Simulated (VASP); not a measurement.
# Li2CdSnSe4 in VASP: further runs, part 2 of 2

VASP 6.6.1. The steps go on from the part before.

### 3 Single point, PBEsol

INCAR

```
PREC = Accurate
ENCUT = 520
EDIFF = 1E-6
ISMEAR = -1
SIGMA = 0.05
LREAL = False
LASPH = True
NELM = 60
ALGO = Normal
ISIF = 2
LWAVE = False
LCHARG = True
GGA = PS
LELF = True
LVHAR = True
NBANDS = 38
```

KPOINTS

```
regular mesh
0
Gamma
  4 4 4
```

POSCAR

```
Li2CdSnSe4
1.0
   -2.9386605544      2.9489522496      5.8890575015
    2.9389308927     -2.9491890900      5.8892528987
    2.9390180535      2.9496369572     -5.8891612519
Li Cd Sn Se
2 1 1 4
Direct
    0.7485451491      0.2538261671      0.5074726002
    0.2481979418      0.7535639568      0.5075151240
   -0.0016012237      0.0037811788      0.0076067188
    0.4983602334      0.5037416092      0.0075587107
    0.8724203202      0.8780224142      0.4924704910
    0.1242561920      0.6145737091      0.0077671763
    0.6089201573      0.1293909939      0.0072299042
    0.3878162859      0.3928814404      0.5226773921
```

Potentials or basis: VASP PAW PBE potentials, release 64 (Li_sv, Cd, Sn_d, Se).

Run with:

```bash
$ cat potpaw_PBE.64/Li_sv/POTCAR potpaw_PBE.64/Cd/POTCAR potpaw_PBE.64/Sn_d/POTCAR potpaw_PBE.64/Se/POTCAR > POTCAR
$ mpirun -np 1 vasp_std > vasp.out
```

OUTCAR:

```text
PREC = Accurate
   ENCUT = 520
   EDIFF = 1E-6
   ISMEAR = -1
   LREAL = False
   LASPH = True
   NELM = 60
   ISIF = 2
   GGA = PS

 ion  position               nearest neighbor table
   1  0.749  0.254  0.507-   5 2.51   7 2.51   8 2.51   6 2.51
   2  0.248  0.754  0.508-   7 2.51   5 2.51   6 2.51   8 2.51
   3  0.998  0.004  0.008-   7 2.65   8 2.65   6 2.65   5 2.65
   4  0.498  0.504  0.008-   7 2.55   6 2.55   5 2.55   8 2.55
   5  0.872  0.878  0.492-   1 2.51   2 2.51   4 2.55   3 2.65
   6  0.124  0.615  0.008-   2 2.51   1 2.51   4 2.55   3 2.65
   7  0.609  0.129  0.007-   2 2.51   1 2.51   4 2.55   3 2.65
   8  0.388  0.393  0.523-   1 2.51   2 2.51   4 2.55   3 2.65

  LATTYP: Found a triclinic cell.
 ALAT       =    11.0053089038
 B/A-ratio  =     0.5341012247
 C/A-ratio  =     1.0702389645
 COS(alpha) =     0.0000385423
 COS(beta)  =     0.5351604626
 COS(gamma) =     0.8011358005

  Lattice vectors:

 A1 = (   8.8168798389,  -2.9487412228,   5.8893445455)
 A2 = (   5.8779489462,   0.0004478672,   0.0000916468)
 A3 = (   0.0002703383,  -0.0002368404,  11.7783104002)

Analysis of symmetry for initial positions (statically):
=====================================================================
 Subroutine PRICEL returns:
 Original cell was already a primitive cell.

 Routine SETGRP: Setting up the symmetry group for a
 triclinic supercell.

 Subroutine GETGRP returns: Found  1 space group operations
 (whereof  1 operations were pure point group operations)
 out of a pool of  2 trial point group operations.

The static configuration has the point symmetry C_1 .

Analysis of symmetry for dynamics (positions and initial velocities):
=====================================================================
 Subroutine PRICEL returns:
 Original cell was already a primitive cell.

 Routine SETGRP: Setting up the symmetry group for a
 triclinic supercell.

 Subroutine GETGRP returns: Found  1 space group operations
 (whereof  1 operations were pure point group operations)
 out of a pool of  2 trial point group operations.

The dynamic configuration has the point symmetry C_1 .

 Subroutine INISYM returns: Found  1 space group operations
 (whereof  1 operations are pure point group operations),
 and found     1 'primitive' translations

----------------------------------------------------------------------------------------

                                     Primitive cell

  volume of cell :     204.1865

  direct lattice vectors                    reciprocal lattice vectors
    -2.938660554  2.948952250  5.889057501    -0.000014241  0.169533558  0.084905230
     2.938930893 -2.949189090  5.889252899     0.170126048 -0.000008818  0.084897916
     2.939018053  2.949636957 -5.889161252     0.170114454  0.169521753 -0.000000496

  length of vectors
     7.212006897  7.212373450  7.212517282     0.189606238  0.190132923  0.240159431

  position of ions in fractional coordinates (direct lattice)
     0.748545149  0.253826167  0.507472600
     0.248197942  0.753563957  0.507515124
     0.998398776  0.003781179  0.007606719
     0.498360233  0.503741609  0.007558711
     0.872420320  0.878022414  0.492470491
[... 37 lines left out ...]
 ===========================================

 Found     36 irreducible k-points:

 Following reciprocal coordinates:
            Coordinates               Weight
  0.000000  0.000000  0.000000      1.000000
  0.250000  0.000000  0.000000      2.000000
  0.500000  0.000000  0.000000      1.000000
  0.000000  0.250000  0.000000      2.000000
  0.250000  0.250000 -0.000000      2.000000
  0.500000  0.250000 -0.000000      2.000000
[... 16 lines left out ...]
  0.000000 -0.250000  0.250000      2.000000
  0.250000 -0.250000  0.250000      2.000000
 [... further k-points ...]
   k-points           NKPTS =     36   k-points in BZ     NKDIM =     36   number of bands    NBANDS=     38
   number of dos      NEDOS =    301   number of ions     NIONS =      8
   total plane-waves  NPLWV = 157464
   dimension x,y,z NGX =    54 NGY =   54 NGZ =   54
   dimension x,y,z NGXF=   108 NGYF=  108 NGZF=  108
   ions per type =               2   1   1   4
   NGX,Y,Z   is equivalent  to a cutoff of  12.45, 12.45, 12.45 a.u.
   NGXF,Y,Z  is equivalent  to a cutoff of  24.90, 24.89, 24.89 a.u.
 SYSTEM =  unknown system
   PREC   = accura    normal or accurate (medium, high low for compatibility)
   ISTART =      0    job   : 0-new  1-cont  2-samecut
   ICHARG =      2    charge: 1-file 2-atom 10-const
   ISPIN  =      1    spin polarized calculation?
   LNONCOLLINEAR =      F non collinear calculations
   LSORBIT =      F    spin-orbit coupling
   LASPH  =      T    aspherical Exc in radial PAW
   ENCUT  =  520.0 eV  38.22 Ry    6.18 a.u.  13.41 13.41 13.41*2*pi/ulx,y,z
   NELM   =     60;   NELMIN=  2; NELMDL= -5     # of ELM steps
   EDIFF  = 0.1E-05   stopping-criterion for ELM
   LREAL  =      F    real-space projection
   EDIFFG = 0.1E-04   stopping-criterion for IOM
   NSW    =      0    number of steps for IOM
   IBRION =     -1    ionic relax: 0-MD 1-quasi-New 2-CG
   NFREE  =      0    steps in history (QN), initial steepest desc. (CG)
   ISIF   =      2    stress and relaxation
   ISYM   =      2    0-nonsym 1-usesym 2-fastsym
   POTIM  = 0.5000    time-step for ionic-motion
   TEBEG  =    0.0;   TEEND  =   0.0 temperature during run
   PSTRESS=    0.0 pullay stress
   NELECT =      56.0000    total number of electrons
   NUPDOWN=      -1.0000    fix difference up-down
   EMIN   =  10.00;   EMAX   =-10.00  energy-range for DOS
   EFERMI =   0.00;   METHOD = LEGACY
   ISMEAR =    -1;   SIGMA  =   0.05  broadening in eV -4-tet -1-fermi 0-gaus
   EFERMI_NEDOS =   21; number of points for ismear=-14 and -15
   IALGO  =     38    algorithm
   IMIX   =      4    mixing-type and parameters
     AMIX     =   0.40;   BMIX     =  1.00
     AMIX_MAG =   1.60;   BMIX_MAG =  1.00
  volume/ion in A,a.u.               =      25.52       172.24
  Fermi-wavevector in a.u.,A,eV,Ry     =   1.063641  2.009991 15.392717  1.131333
  Thomas-Fermi vector in A             =   2.199133
   LORBIT       =      0    0 simple, 1 ext, 2 COOP (PROOUT), +10 PAW based schemes
   GGA     = PS    functional components
   LHFCALC =     F    Hartree Fock is set to
   AEXX    =    0.0000 exact exchange contribution
   IVDW    =     0    specifies the selected vdW correction
   LEPSILON=     F    determine dielectric tensor
   LRPA    =     F    only Hartree local field effects (RPA)
 non-spin polarized calculation
  energy-cutoff  :      520.00
  volume of cell :      204.19
 maximum number of plane-waves:      5522
 NGX is ok and might be reduce to    54
   NGX = 27   NGY = 27   NGZ = 27

 number of electron      56.0000002 magnetization

 Free energy of the ion-electron system (eV)
  ---------------------------------------------------
  ext. energy  EPLUGINS =         0.00000000
  ---------------------------------------------------
  free energy    TOTEN  =       -30.82485892 eV

  energy without entropy =      -30.82485835  energy(sigma->0) =      -30.82485863

 E-fermi :   2.0048     XC(G=0):  -8.7187

 val. band max:        1.3969293515   @ k =   0.0000   0.0000   0.0000
 cond. band min:       2.5645475971   @ k =   0.0000   0.0000   0.0000
 fundamental gap:      1.1676182455
 Fermi energy:         2.0047763262

 k-point     1 :       0.0000    0.0000    0.0000
  band No.  band energies     occupation
      1     -42.3500      2.00000
      2     -42.3496      2.00000
      3     -19.6847      2.00000
      4     -19.6845      2.00000
      5     -19.6747      2.00000
      6     -19.6159      2.00000
[... 973 lines left out ...]
     37       8.0302      0.00000
     38       8.8549      0.00000

 [... further k-points ...]
[... 5 lines left out ...]
  --------------------------------------------------------------------------------------
  -------------------------------------------------------------------------------------
  Total        0.1771205      0.1156133      0.1712829     -0.0041060      0.0003887     -0.0008138
  in kB        1.3898002      0.9071754      1.3439949     -0.0322185      0.0030503     -0.0063858
  external PRESSURE =       1.2136569 kB  Pullay stress =       0.0000000 kB

 VOLUME and BASIS-vectors are now :
 -----------------------------------------------------------------------------
  energy-cutoff  :      520.00
  volume of cell :      204.19
      direct lattice vectors                 reciprocal lattice vectors
    -2.938660554  2.948952250  5.889057501    -0.000014241  0.169533558  0.084905230
     2.938930893 -2.949189090  5.889252899     0.170126048 -0.000008818  0.084897916
     2.939018053  2.949636957 -5.889161252     0.170114454  0.169521753 -0.000000496

 POSITION                                       TOTAL-FORCE (eV/Angst)
 -----------------------------------------------------------------------------------
      0.03773      2.95570      2.91448         0.000401      0.000012     -0.000297
      2.97690      0.00651      2.91074        -0.000256      0.000136     -0.000035
     -2.90049      2.95552      5.85710        -0.000292      0.000041      0.000018
      0.03817      0.00631      5.85702        -0.000048     -0.000153      0.000428
      1.46408      1.43588      7.40839        -0.011413     -0.011426      0.018583
      1.46387     -1.42316      4.30539        -0.011420      0.011419     -0.018232
     -1.38789      1.43540      4.30540         0.011449     -0.011217     -0.018722
      1.55115      1.52668      1.51952         0.011579      0.011189      0.018257
 -----------------------------------------------------------------------------------
    total drift:                                0.000159      0.000033      0.000247

  FREE ENERGIE OF THE ION-ELECTRON SYSTEM (eV)
  ---------------------------------------------------
  free  energy   TOTEN  =       -30.8248589155 eV

  energy  without entropy=      -30.8248583508  energy(sigma->0) =      -30.82485863
```

It took 12 min on 1 thread of AMD EPYC 7R13, shared host; peak memory 0.55 GiB.

Results:

```yaml
Free_energy: -30.8249 eV
Largest_force: 0.025 eV/Å
Band_gap_on_the_k_mesh: 1.17 eV
```

Forces on the atoms (eV/Å):
```
Li   0.000  0.000  0.000
Li   0.000  0.000  0.000
Cd   0.000  0.000  0.000
Sn   0.000  0.000  0.000
Se  -0.011 -0.011  0.019
Se  -0.011  0.011 -0.018
Se   0.011 -0.011 -0.019
Se   0.012  0.011  0.018
```

Levels at points of the mesh, in eV from the valence-band top:
```
           k point  band 26  band 27  band 28  band 29  band 30  band 31
(0.00, 0.00, 0.00)    -0.16    -0.01     0.00     1.17     2.83     4.24
(0.50, 0.00, 0.00)    -0.86    -0.70    -0.59     2.57     3.98     4.30
(0.00, 0.50, 0.00)    -0.86    -0.70    -0.58     2.57     3.98     4.32
(0.50, 0.50, 0.00)    -0.42    -0.36    -0.28     1.52     3.16     4.56
(0.00, 0.00, 0.50)    -0.42    -0.36    -0.28     1.52     3.16     4.56
(0.50, 0.00, 0.50)    -0.86    -0.70    -0.58     2.57     3.98     4.32
(0.00, 0.50, 0.50)    -0.87    -0.70    -0.59     2.57     3.98     4.30
(0.50, 0.50, 0.50)    -0.96    -0.69    -0.68     2.09     2.94     2.95
```

Caveat: the cutoff is under 1.25 times the usual one of these potentials, so pressure, stress and relaxed cells hold a basis-set (Pulay) error; the PAW data sets were made with another functional, which shifts forces and pressure a little; spin-orbit coupling is left out, which moves the levels of the heavy elements. A k mesh can miss the band edges.
